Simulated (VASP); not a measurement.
Here is a VASP 6.6.1 calculation.

File INCAR:

```
SYSTEM = Ni
PREC     = Accurate       ! precision mode
ENCUT    = 520            ! plane-wave cutoff, eV
EDIFF    = 1E-6           ! SCF threshold, eV
ISMEAR   = -1             ! smearing method
SIGMA    = 0.05           ! smearing width, eV
LREAL    = .False.        ! projectors in reciprocal space
LASPH    = .True.         ! aspherical terms in the spheres
NELM     = 150            ! most SCF steps
ALGO     = Normal         ! electronic algorithm
ISIF     = 2              ! what is computed and relaxed
LWAVE    = .False.        ! write WAVECAR
LCHARG   = .False.        ! write CHGCAR
ISPIN    = 2              ! spin polarisation
MAGMOM   = 0.671 0.671    ! initial moments
LORBIT   = 11             ! projections on sites
LMAXMIX  = 4              ! l up to which the mixer works
GGA      = PS             ! functional
NBANDS   = 21             ! bands
```

The input KPOINTS:

```
regular mesh
0
Gamma
  17 17 9
  0 0 0
```

POSCAR

```
Ni
1.0
    2.3804602202      0.0000000000      0.0000000000
   -1.1902301101      2.0615390234      0.0000000000
    0.0000000000      0.0000000000      3.9043478021
Ni
2
Direct
    0.3333333333      0.6666666667      0.2500000000
    0.6666666667      0.3333333333      0.7500000000
```

Potentials or basis: VASP PAW PBE potentials, release 64 (Ni).

The run is started by

```sh
$ cat potpaw_PBE.64/Ni/POTCAR > POTCAR
$ mpirun -np 1 vasp_std > vasp.out
```

Problem. Estimate the net moment.

Solution. 1.20 μB per cell.

Problem. What does it give for the site moments?

Solution. Ni +0.60 μB.

Problem. What does it give for the pressure?

Solution. 22.9 GPa.

Caveat: the cell stands under pressure; the PAW data sets were made with another functional, which shifts forces and pressure a little.
